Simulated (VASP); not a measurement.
Here is a VASP 6.6.1 calculation.

INCAR

```
SYSTEM = CdS
ALGO = Normal
EDIFF = 1E-6
ENCUT = 520
GGA = PS
ISIF = 2
ISMEAR = 0
LASPH = .True.
LCHARG = .False.
LREAL = .False.
LWAVE = .False.
NBANDS = 26
NELM = 80
PREC = Accurate
SIGMA = 0.02
```

KPOINTS

```
k-points
0
Gamma
  6 6 4
  0 0 0
```

Contents of POSCAR:

```
CdS
1.0
    4.1246369273      0.0000000000      0.0000000000
   -2.0623184637      3.5720403604      0.0000000000
    0.0000000000      0.0000000000      6.7097112607
Cd S
2 2
Direct
    0.6666666667      0.3333333333      0.5001992781
    0.3333333333      0.6666666667      0.0001992781
    0.6666666667      0.3333333333      0.8768007219
    0.3333333333      0.6666666667      0.3768007219
```

Potentials or basis: VASP PAW PBE potentials, release 64 (Cd, S).

Run with:

```sh
$ cat potpaw_PBE.64/Cd/POTCAR potpaw_PBE.64/S/POTCAR > POTCAR
$ mpirun -np 1 vasp_std > vasp.out
```

**Question.** Estimate the band gap on the k mesh.

**Answer.** 1.10 eV.

**Question.** Estimate the pressure.

**Answer.** 0.4 GPa.

Forces on the atoms (eV/Å):
```
Cd   0.000  0.000  0.002
Cd   0.000  0.000  0.002
S    0.000  0.000 -0.002
S    0.000  0.000 -0.002
```

Caveat: the PAW data sets were made with another functional, which shifts forces and pressure a little.
